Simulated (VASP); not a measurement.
Write the native input for VASP 6.6.1 that does the following.

* Task: single point
* Functional: RPBE
* Potentials or basis: VASP PAW PBE potentials, release 64 (Ga_d, N)
* Cutoff: 520 eV
* k mesh: 10 × 10 × 10
* Occupations: fermi-dirac, width 0.05 eV
* Spin: no spin polarisation
* Dipole correction: no
* Further INCAR settings: ALGO = Normal; EDIFF = 1e-07; NBANDS = 16

The structure of GaN lies in POSCAR:

```
GaN
1.0
    0.0000000000      2.2383759866      2.2383759866
    2.2383759866      0.0000000000      2.2383759866
    2.2383759866      2.2383759866      0.0000000000
Ga N
1 1
Direct
    0.0000000000      0.0000000000      0.0000000000
    0.2500000000      0.2500000000      0.2500000000
```

One way to write it, as run:

INCAR

```
PREC = Accurate
ENCUT = 520
EDIFF = 1E-7
ISMEAR = -1
SIGMA = 0.05
LREAL = False
LASPH = True
NELM = 100
ALGO = Normal
ISIF = 2
LWAVE = False
LCHARG = False
GGA = RP
NBANDS = 16
```

KPOINTS

```
regular mesh
0
Gamma
  10 10 10
```

Potentials or basis: VASP PAW PBE potentials, release 64 (Ga_d, N).

Run with:

```sh
$ cat potpaw_PBE.64/Ga_d/POTCAR potpaw_PBE.64/N/POTCAR > POTCAR
$ mpirun -np 1 vasp_std > vasp.out
```

Results of the run:

- Pressure: 13.1 GPa
- Band gap on the k mesh: 1.91 eV, direct

Caveat: the PAW data sets were made with another functional, which shifts forces and pressure a little.

It took 14 s on 1 thread of Intel(R) Xeon(R) Platinum 8259CL CPU @ 2.50GHz (Skylake/Cascade Lake), with other jobs on the host, peak memory 0.14 GiB.
